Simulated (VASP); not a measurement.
A run of VASP 6.6.1 is set up as follows.

Contents of INCAR:

```
ALGO     = Normal         # electronic algorithm
EDIFF    = 1E-7           # SCF threshold, eV
ENCUT    = 520            # plane-wave cutoff, eV
GGA      = RE             # functional
ISIF     = 2              # what is computed and relaxed
ISMEAR   = -1             # smearing method
LASPH    = True           # aspherical terms in the spheres
LCHARG   = False          # write CHGCAR
LREAL    = False          # projectors in reciprocal space
LWAVE    = False          # write WAVECAR
NBANDS   = 13             # bands
NELM     = 100            # most SCF steps
PREC     = Accurate       # precision mode
SIGMA    = 0.1            # smearing width, eV
```

File KPOINTS:

```
k-points
0
Gamma
  23 23 23
```

The input POSCAR:

```
Mo
1.0
   -1.5650119764      1.5650119764      1.5650119764
    1.5650119764     -1.5650119764      1.5650119764
    1.5650119764      1.5650119764     -1.5650119764
Mo
1
Direct
    0.0000000000      0.0000000000      0.0000000000
```

Potentials or basis: VASP PAW PBE potentials, release 64 (Mo_sv).

Run with:

```console
$ cat potpaw_PBE.64/Mo_sv/POTCAR > POTCAR
$ mpirun -np 1 vasp_std > vasp.out
```

Question: Estimate the pressure.

Answer: 11.3 GPa.

Question: Predict the band gap on the k mesh.

Answer: Zero (band 7 reaches 16.91 eV, above the bottom of band 8 at 11.56 eV).

Caveat: the PAW data sets were made with another functional, which shifts forces and pressure a little.
